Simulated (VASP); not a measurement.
# SiNi: single point with PBEsol

SiNi:

```
Si Ni
1.0
     5.17310    0.00000    0.00000
     0.00000    3.33810    0.00000
     0.00000    0.00000    5.60490
Si Ni
4 4
Direct
  0.32128 0.75000 0.08250
  0.17872 0.25000 0.58250
  0.82128 0.75000 0.41750
  0.67872 0.25000 0.91750
  0.00779 0.25000 0.18752
  0.49221 0.75000 0.68752
  0.50779 0.25000 0.31248
  0.99221 0.75000 0.81248
```

* Program: VASP 6.6.1
* Task: single point
* Functional: PBEsol
* Potentials or basis: VASP PAW PBE potentials, release 64 (Si, Ni)
* Cutoff: 520 eV
* k mesh: 3 × 5 × 3
* Occupations: gaussian, width 0.3 eV
* Spin: collinear spin, antiferromagnetic start
* Starting moments: [0.0, 0.0, 0.0, 0.0, 1.5, -1.5, 1.5, -1.5] μB

```yaml
Pressure: -3.7 GPa
Largest_force: 0.077 eV/Å
Band_gap_on_the_k_mesh: zero (filled and empty bands overlap)
Net_moment: 0.00 μB per cell
Valence_electrons_inside_the_program's_atomic_spheres: Si 1.61; Ni 9.60
```

Forces on the atoms (eV/Å):
```
Si  -0.046  0.000  0.028
Si   0.046  0.000  0.028
Si  -0.046  0.000 -0.028
Si   0.046  0.000 -0.028
Ni   0.025  0.000  0.072
Ni  -0.025  0.000  0.072
Ni   0.025  0.000 -0.072
Ni  -0.025  0.000 -0.072
```

Stress tensor (GPa, compression positive):
```
-2.58  0.00  0.00
 0.00 -4.94  0.00
 0.00  0.00 -3.63
```

Levels at points of the mesh, in eV from the Fermi level:
Spin up:
```tsv
k point	band 24	band 25	band 26	band 27	band 28	band 29	band 30	band 31	band 32	band 33
(0.00, 0.00, 0.00)	-1.98	-1.86	-1.19	-0.99	-0.98	0.54	1.22	3.40	4.06	4.17
```
Spin down:
```tsv
k point	band 25	band 26	band 27	band 28	band 29	band 30	band 31	band 32
(0.00, 0.00, 0.00)	-1.86	-1.19	-0.99	-0.98	0.54	1.22	3.40	4.06
```

It took 110 s on 1 thread of Intel(R) Xeon(R) Platinum 8259CL CPU @ 2.50GHz (Skylake/Cascade Lake), with other jobs on the host, peak memory 0.27 GiB.

Caveat: the k points lie up to 0.40 Å⁻¹ apart; the starting moments collapsed, and a magnetic state may lie lower; the PAW data sets were made with another functional, which shifts forces and pressure a little.
